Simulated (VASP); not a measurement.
# Ta8C9 (a cell with a defect) in VASP: single point with PBE

Aim: the single point of Ta8C9 (a cell with a defect) with PBE.

Everything below comes from runs of VASP 6.6.1. Logs are shortened: lines on timing, memory, paths and dates and some standing lists are left out, and cuts for length are marked.

## 1. The cell of the first run

The cell holds a defect, 17 atoms: a = 6.329 Å, b = 6.329 Å, c = 6.329 Å, α = 60.00°, β = 60.00°, γ = 60.00°.

## 2. Single point, PBE (with an interstitial atom, then relaxed in part)

Input file INCAR:

```
  PREC = Accurate
  ENCUT = 520
  EDIFF = 1E-7
  ISMEAR = 0
  SIGMA = 0.1
  LREAL = Auto
  LASPH = True
  NELM = 60
  ALGO = Normal
  ISIF = 2
  LWAVE = False
  LCHARG = False
  GGA = PE
  NBANDS = 76
```

Input file KPOINTS:

```
Automatic mesh
0
Gamma
  8 8 8
```

Input file POSCAR:

```
Ta8C9
1.0
    0.0000000000      4.4754012993     -4.4754012993
    4.4754012993      4.4754012993      0.0000000000
    4.4754012993      0.0000000000     -4.4754012993
Ta C
8 9
Direct
    0.4799318099      0.5066893967      0.0066893967
    0.5011616504      0.0011616504     -0.0034849513
    1.0066893967      0.5066893967      0.0066893967
    1.0066893967     -0.0200681901      0.0066893967
    0.5011616504      0.4965150487      0.5011616504
    0.5011616504      0.0011616504      0.5011616504
    1.0066893967      0.5066893967      0.4799318099
    0.9965150487      0.0011616504      0.5011616504
    0.2505237893      0.7505237893      0.2505237893
    0.2505237893      0.2484286321      0.2505237893
    0.7484286321      0.7505237893      0.2505237893
    0.7427876679      0.2427876679      0.2716369962
    0.2505237893      0.7505237893      0.7484286321
    0.2716369962      0.2427876679      0.7427876679
    0.7427876679      0.7716369962      0.7427876679
    0.7427876679      0.2427876679      0.7427876679
    0.8750000000      0.3750000000      0.8750000000
```

Potentials or basis: VASP PAW PBE potentials, release 64 (Ta_pv, C).

Launch:

```sh
$ cat potpaw_PBE.64/Ta_pv/POTCAR potpaw_PBE.64/C/POTCAR > POTCAR
$ mpirun -np 1 vasp_std > vasp.out
```

OUTCAR:

```text
PREC = Accurate
   ENCUT = 520
   EDIFF = 1E-7
   ISMEAR = 0
   LREAL = Auto
   LASPH = True
   NELM = 60
   ISIF = 2
   GGA = PE

 ion  position               nearest neighbor table
   1  0.480  0.507  0.007-  17 2.04  10 2.18  13 2.18   9 2.18  15 2.36  12 2.36  16 2.36   4 3.00
                             7 3.00   3 3.00   2 3.17   5 3.17   6 3.17   6 3.17   5 3.17   2 3.17
   2  0.501  0.001  0.997-  16 2.16  15 2.16  14 2.16   9 2.24  11 2.24  10 2.24   5 3.14   6 3.14
                             8 3.14   1 3.17   4 3.17   3 3.17   3 3.17   4 3.17   1 3.17   6 3.19
   3  0.007  0.507  0.007-  17 2.04  11 2.18  13 2.18  10 2.18  14 2.36  15 2.36  12 2.36   4 3.00
                             7 3.00   1 3.00   5 3.17   8 3.17   2 3.17   8 3.17   2 3.17   5 3.17
   4  0.007  0.980  0.007-  17 2.04  11 2.18  13 2.18   9 2.18  14 2.36  12 2.36  16 2.36   3 3.00
                             7 3.00   1 3.00   8 3.17   2 3.17   6 3.17   6 3.17   2 3.17   8 3.17
   5  0.501  0.497  0.501-  16 2.16  14 2.16  12 2.16   9 2.24  11 2.24  13 2.24   2 3.14   6 3.14
                             8 3.14   7 3.17   1 3.17   3 3.17   3 3.17   7 3.17   1 3.17   2 3.19
   6  0.501  0.001  0.501-  12 2.16  14 2.16  15 2.16  13 2.24  11 2.24  10 2.24   2 3.14   5 3.14
                             8 3.14   7 3.17   1 3.17   4 3.17   4 3.17   7 3.17   1 3.17   2 3.19
   7  0.007  0.507  0.480-  17 2.04  10 2.18  11 2.18   9 2.18  15 2.36  14 2.36  16 2.36   3 3.00
                             4 3.00   1 3.00   8 3.17   5 3.17   6 3.17   6 3.17   5 3.17   8 3.17
   8  0.997  0.001  0.501-  16 2.16  15 2.16  12 2.16   9 2.24  10 2.24  13 2.24   2 3.14   5 3.14
                             6 3.14   7 3.17   4 3.17   3 3.17   3 3.17   4 3.17   7 3.17   6 3.19
   9  0.251  0.751  0.251-   1 2.18   4 2.18   7 2.18   5 2.24   2 2.24   8 2.24
  10  0.251  0.248  0.251-   1 2.18   3 2.18   7 2.18   6 2.24   2 2.24   8 2.24
  11  0.748  0.751  0.251-   3 2.18   4 2.18   7 2.18   6 2.24   2 2.24   5 2.24
  12  0.743  0.243  0.272-  17 2.05   6 2.16   8 2.16   5 2.16   1 2.36   4 2.36   3 2.36
  13  0.251  0.751  0.748-   1 2.18   3 2.18   4 2.18   6 2.24   5 2.24   8 2.24
  14  0.272  0.243  0.743-  17 2.05   6 2.16   2 2.16   5 2.16   7 2.36   4 2.36   3 2.36
  15  0.743  0.772  0.743-  17 2.05   6 2.16   8 2.16   2 2.16   1 2.36   7 2.36   3 2.36
  16  0.743  0.243  0.743-  17 2.05   5 2.16   8 2.16   2 2.16   7 2.36   4 2.36   1 2.36
  17  0.875  0.375  0.875-   3 2.04   1 2.04   4 2.04   7 2.04  12 2.05  14 2.05  15 2.05  16 2.05

  LATTYP: Found a face centered cubic cell.
 ALAT       =     8.9508025986

  Lattice vectors:

 A1 = (   0.0000000000,   4.4754012993,  -4.4754012993)
 A2 = (   4.4754012993,   4.4754012993,   0.0000000000)
 A3 = (   4.4754012993,   0.0000000000,  -4.4754012993)

Analysis of symmetry for initial positions (statically):
=====================================================================
 Subroutine PRICEL returns:
 Original cell was already a primitive cell.

 Routine SETGRP: Setting up the symmetry group for a
 face centered cubic supercell.

 Subroutine GETGRP returns: Found 24 space group operations
 (whereof  6 operations were pure point group operations)
 out of a pool of 48 trial point group operations.

The static configuration has the point symmetry C_3v.
 The point group associated with its full space group is T_d .

Analysis of symmetry for dynamics (positions and initial velocities):
=====================================================================
 Subroutine PRICEL returns:
 Original cell was already a primitive cell.

 Routine SETGRP: Setting up the symmetry group for a
 face centered cubic supercell.

 Subroutine GETGRP returns: Found 24 space group operations
 (whereof  6 operations were pure point group operations)
 out of a pool of 48 trial point group operations.

The dynamic configuration has the point symmetry C_3v.
 The point group associated with its full space group is T_d .

 Subroutine INISYM returns: Found 24 space group operations
 (whereof  6 operations are pure point group operations),
 and found     1 'primitive' translations

----------------------------------------------------------------------------------------

                                     Primitive cell

  volume of cell :     179.2776

  direct lattice vectors                    reciprocal lattice vectors
     0.000000000  4.475401299 -4.475401299    -0.111721825  0.111721825 -0.111721825
     4.475401299  4.475401299  0.000000000     0.111721825  0.111721825  0.111721825
     4.475401299  0.000000000 -4.475401299     0.111721825 -0.111721825 -0.111721825

  length of vectors
     6.329173215  6.329173215  6.329173215     0.193507877  0.193507877  0.193507877

  position of ions in fractional coordinates (direct lattice)
     0.479931810  0.506689397  0.006689397
     0.501161650  0.001161650  0.996515049
     0.006689397  0.506689397  0.006689397
     0.006689397  0.979931810  0.006689397
     0.501161650  0.496515049  0.501161650
     0.501161650  0.001161650  0.501161650
[... 9 lines left out ...]
     0.742787668  0.242787668  0.742787668
     0.875000000  0.375000000  0.875000000

  ion indices of the primitive-cell ions
   primitive index   ion index
                 1           1
                 2           2
                 3           3
                 4           4
                 5           5
                 6           6
[... 9 lines left out ...]
                16          16
                17          17

----------------------------------------------------------------------------------------

 KPOINTS: Automatic mesh

Automatic generation of k-mesh.
 Grid dimensions read from file:
 generate k-points for:    8    8    8

 Generating k-lattice:

  Cartesian coordinates                     Fractional coordinates (reciprocal lattice)
    -0.013965228  0.013965228 -0.013965228     0.125000000  0.000000000  0.000000000
     0.013965228  0.013965228  0.013965228     0.000000000  0.125000000  0.000000000
     0.013965228 -0.013965228 -0.013965228     0.000000000  0.000000000  0.125000000

  Length of vectors
     0.024188485  0.024188485  0.024188485

  Shift w.r.t. Gamma in fractional coordinates (k-lattice)
     0.000000000  0.000000000  0.000000000

 Subroutine IBZKPT returns following result:
 ===========================================

 Found     29 irreducible k-points:

 Following reciprocal coordinates:
            Coordinates               Weight
  0.000000  0.000000  0.000000      1.000000
  0.125000  0.000000  0.000000      8.000000
  0.250000  0.000000  0.000000      8.000000
  0.375000  0.000000  0.000000      8.000000
  0.500000  0.000000  0.000000      4.000000
  0.125000  0.125000  0.000000      6.000000
[... 16 lines left out ...]
  0.500000  0.250000  0.125000     48.000000
 -0.375000  0.250000  0.125000     24.000000
 [... further k-points ...]
   k-points           NKPTS =     29   k-points in BZ     NKDIM =     29   number of bands    NBANDS=     76
   number of dos      NEDOS =    301   number of ions     NIONS =     17
   total plane-waves  NPLWV = 110592
   dimension x,y,z NGX =    48 NGY =   48 NGZ =   48
   dimension x,y,z NGXF=    96 NGYF=   96 NGZF=   96
   ions per type =               8   9
   NGX,Y,Z   is equivalent  to a cutoff of  12.61, 12.61, 12.61 a.u.
   NGXF,Y,Z  is equivalent  to a cutoff of  25.22, 25.22, 25.22 a.u.
 SYSTEM =  unknown system
   PREC   = accura    normal or accurate (medium, high low for compatibility)
   ISTART =      0    job   : 0-new  1-cont  2-samecut
   ICHARG =      2    charge: 1-file 2-atom 10-const
   ISPIN  =      1    spin polarized calculation?
   LNONCOLLINEAR =      F non collinear calculations
   LSORBIT =      F    spin-orbit coupling
   LASPH  =      T    aspherical Exc in radial PAW
   ENCUT  =  520.0 eV  38.22 Ry    6.18 a.u.  11.77 11.77 11.77*2*pi/ulx,y,z
   NELM   =     60;   NELMIN=  2; NELMDL= -5     # of ELM steps
   EDIFF  = 0.1E-06   stopping-criterion for ELM
   LREAL  =      T    real-space projection
   EDIFFG = 0.1E-05   stopping-criterion for IOM
   NSW    =      0    number of steps for IOM
   IBRION =     -1    ionic relax: 0-MD 1-quasi-New 2-CG
   NFREE  =      0    steps in history (QN), initial steepest desc. (CG)
   ISIF   =      2    stress and relaxation
   ISYM   =      2    0-nonsym 1-usesym 2-fastsym
   POTIM  = 0.5000    time-step for ionic-motion
   TEBEG  =    0.0;   TEEND  =   0.0 temperature during run
   PSTRESS=    0.0 pullay stress
   NELECT =     124.0000    total number of electrons
   NUPDOWN=      -1.0000    fix difference up-down
   EMIN   =  10.00;   EMAX   =-10.00  energy-range for DOS
   EFERMI =   0.00;   METHOD = LEGACY
   ISMEAR =     0;   SIGMA  =   0.10  broadening in eV -4-tet -1-fermi 0-gaus
   EFERMI_NEDOS =   21; number of points for ismear=-14 and -15
   IALGO  =     38    algorithm
   IMIX   =      4    mixing-type and parameters
     AMIX     =   0.40;   BMIX     =  1.00
     AMIX_MAG =   1.60;   BMIX_MAG =  1.00
  volume/ion in A,a.u.               =      10.55        71.17
  Fermi-wavevector in a.u.,A,eV,Ry     =   1.447794  2.735934 28.519270  2.096107
  Thomas-Fermi vector in A             =   2.565708
   LORBIT       =      0    0 simple, 1 ext, 2 COOP (PROOUT), +10 PAW based schemes
   GGA     = PE    functional components
   LHFCALC =     F    Hartree Fock is set to
   AEXX    =    0.0000 exact exchange contribution
   IVDW    =     0    specifies the selected vdW correction
   LEPSILON=     F    determine dielectric tensor
   LRPA    =     F    only Hartree local field effects (RPA)
 non-spin polarized calculation
 Gauss-broadening in eV      SIGMA  =   0.10
  energy-cutoff  :      520.00
  volume of cell :      179.28
 maximum number of plane-waves:      4909
   NGX = 23   NGY = 23   NGZ = 23

 number of electron     124.0000000 magnetization

 Free energy of the ion-electron system (eV)
  ---------------------------------------------------
  ext. energy  EPLUGINS =         0.00000000
  ---------------------------------------------------
  free energy    TOTEN  =      -180.11654050 eV

  energy without entropy =     -180.09974152  energy(sigma->0) =     -180.10814101

 E-fermi :   8.6964     XC(G=0): -13.2948

 val. band max:        8.6715491942   @ k =  -0.2500   0.5000   0.2500
 cond. band min:       8.7241522788   @ k =   0.5000   0.1250   0.0000
 fundamental gap:      0.0526030846
 Fermi energy:         8.6963920523

 k-point     1 :       0.0000    0.0000    0.0000
  band No.  band energies     occupation
      1     -27.1206      2.00000
      2     -27.0863      2.00000
      3     -27.0863      2.00000
      4     -27.0863      2.00000
      5     -27.0218      2.00000
      6     -27.0038      2.00000
[... 66 lines left out ...]
     73      11.2712      0.00000
     74      11.4180      0.00000

 k-point     2 :       0.1250    0.0000    0.0000
  band No.  band energies     occupation
      1     -27.1065      2.00000
      2     -27.0747      2.00000
      3     -27.0747      2.00000
      4     -27.0654      2.00000
      5     -27.0082      2.00000
      6     -26.9930      2.00000
[... 66 lines left out ...]
     73      11.3106      0.00000
     74      11.5151      0.00000

 k-point     3 :       0.2500    0.0000    0.0000
  band No.  band energies     occupation
      1     -27.0728      2.00000
      2     -27.0431      2.00000
      3     -27.0431      2.00000
      4     -27.0014      2.00000
      5     -26.9735      2.00000
      6     -26.9658      2.00000
[... 1606 lines left out ...]
     73      11.3293      0.00000
     74      11.5018      0.00000

 k-point    24 :      -0.3750    0.2500    0.1250
  band No.  band energies     occupation
      1     -26.9829      2.00000
      2     -26.9444      2.00000
      3     -26.9426      2.00000
      4     -26.9128      2.00000
      5     -26.8923      2.00000
      6     -26.8880      2.00000
[... 66 lines left out ...]
     73      11.3501      0.00000
     74      11.5422      0.00000

 [... further k-points ...]

 [bands above 74 left out]

------------------------ aborting loop because EDIFF is reached ----------------------------------------

  FORCE on cell =-STRESS in cart. coord.  units (eV):
  Direction    XX          YY          ZZ          XY          YZ          ZX
  --------------------------------------------------------------------------------------
  -------------------------------------------------------------------------------------
  Total       18.6472902     18.6472902     18.6472902     -0.0000000      0.0000000     -0.0000000
  in kB      166.6480995    166.6480995    166.6480995     -0.0000000      0.0000000     -0.0000000
  external PRESSURE =     166.6480995 kB  Pullay stress =       0.0000000 kB

 VOLUME and BASIS-vectors are now :
 -----------------------------------------------------------------------------
  energy-cutoff  :      520.00
  volume of cell :      179.28
      direct lattice vectors                 reciprocal lattice vectors
     0.000000000  4.475401299 -4.475401299    -0.111721825  0.111721825 -0.111721825
     4.475401299  4.475401299  0.000000000     0.111721825  0.111721825  0.111721825
     4.475401299  0.000000000 -4.475401299     0.111721825 -0.111721825 -0.111721825

 POSITION                                       TOTAL-FORCE (eV/Angst)
 -----------------------------------------------------------------------------------
      2.29758      4.41553     -2.17783         0.033597     -0.033597      0.033597
      4.46500      2.24810     -6.70270         0.011459     -0.011459     -0.011459
      2.29758      2.29758     -0.05988         0.033597      0.033597     -0.033597
      4.41553      4.41553     -0.05988        -0.033597     -0.033597     -0.033597
      4.46500      4.46500     -4.48580         0.011459      0.011459      0.011459
      2.24810      2.24810     -4.48580        -0.011459     -0.011459      0.011459
[... 9 lines left out ...]
      4.41085      4.41085     -6.64855        -0.003614     -0.003614      0.003614
      5.59425      5.59425     -7.83195         0.000000      0.000000     -0.000000
 -----------------------------------------------------------------------------------
    total drift:                                0.000001      0.000001     -0.000001

  FREE ENERGIE OF THE ION-ELECTRON SYSTEM (eV)
  ---------------------------------------------------
  free  energy   TOTEN  =      -180.1165404982 eV

  energy  without entropy=     -180.0997415159  energy(sigma->0) =     -180.10814101
```

Wall time 25 min (1 thread of AMD EPYC 7R43 (Zen 3), shared host); peak memory 0.42 GiB.

Results:

```
Free energy            : -180.1165 eV
Pressure               : 16.7 GPa
Largest force          : 0.058 eV/Å
Band gap on the k mesh : zero (bands 62 and 63 overlap by 1.01 eV)
```

Forces in eV/Å, atoms in the order of the input:
```
Ta   0.034 -0.034  0.034
Ta   0.011 -0.011 -0.011
Ta   0.034  0.034 -0.034
Ta  -0.034 -0.034 -0.034
Ta   0.011  0.011  0.011
Ta  -0.011 -0.011  0.011
Ta  -0.034  0.034  0.034
Ta  -0.011  0.011 -0.011
C    0.001  0.001 -0.001
C   -0.001 -0.001 -0.001
C    0.001 -0.001  0.001
C    0.004 -0.004 -0.004
C   -0.001  0.001  0.001
C   -0.004  0.004 -0.004
C    0.004  0.004  0.004
C   -0.004 -0.004  0.004
C    0.000  0.000  0.000
```

Caveat: the cell differs from its parent crystal (with an interstitial atom, then relaxed in part); spin-orbit coupling is left out, which moves the levels of the heavy elements.
